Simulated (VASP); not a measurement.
Input of a VASP 6.6.1 run:

The input INCAR:

```
SYSTEM = P
PREC     = Accurate       ! precision mode
ENCUT    = 600            ! plane-wave cutoff, eV
EDIFF    = 1E-6           ! SCF threshold, eV
ISMEAR   = 0              ! smearing method
SIGMA    = 0.1            ! smearing width, eV
LREAL    = .False.        ! projectors in reciprocal space
LASPH    = .True.         ! aspherical terms in the spheres
NELM     = 60             ! most SCF steps
ALGO     = Normal         ! electronic algorithm
ISIF     = 3              ! what is computed and relaxed
LWAVE    = .False.        ! write WAVECAR
LCHARG   = .False.        ! write CHGCAR
GGA      = PE             ! functional
IBRION   = 2              ! ionic algorithm
NSW      = 90             ! ionic steps
EDIFFG   = -0.04          ! ionic threshold
```

The input KPOINTS:

```
Automatic mesh
0
Gamma
  6 6 6
  0 0 0
```

The input POSCAR:

```
P
1.0
    2.8324292800      1.6353038100      3.5778263000
   -2.8324292800      1.6353038100      3.5778263000
    0.0000000000     -3.2706076200      3.5778263000
P
7
Direct
    0.4157399000      0.1401304800      0.8131323700
    0.8131323700      0.4157399000      0.1401304800
    0.1401304800      0.8131323700      0.4157399000
    0.5842601000      0.8598695200      0.1868676300
    0.1868676300      0.5842601000      0.8598695200
    0.8598695200      0.1868676300      0.5842601000
    0.0000000000      0.0000000000      0.0000000000
```

Potentials or basis: VASP PAW PBE potentials, release 64 (P).

Launch:

```sh
$ cat potpaw_PBE.64/P/POTCAR > POTCAR
$ mpirun -np 1 vasp_std > vasp.out
```

**Question.** Predict the band gap on the k mesh.

**Answer.** Zero (an odd number of electrons rules out a gap without spin polarisation).

**Question.** Predict the relaxed volume.

**Answer.** 18.45 Å³/atom.

**Question.** Estimate the space group after relaxing (to 0.1 Å).

**Answer.** R-3 (No. 148).

**Question.** Predict the relaxed cell.

**Answer.** a = 5.511 Å, b = 5.511 Å, c = 5.511 Å, α = 64.17°, β = 64.17°, γ = 64.17°.

Forces on the atoms (eV/Å):
```
P    0.034 -0.004  0.000
P   -0.013  0.032  0.000
P   -0.021 -0.027  0.000
P   -0.034  0.004  0.000
P    0.013 -0.032  0.000
P    0.021  0.027  0.000
P    0.000  0.000  0.000
```

Caveat: the volume moved by over 15 % at a fixed basis, so the end points are rough; an odd number of electrons without spin polarisation forces a metal; a magnetic or distorted state may lie lower.
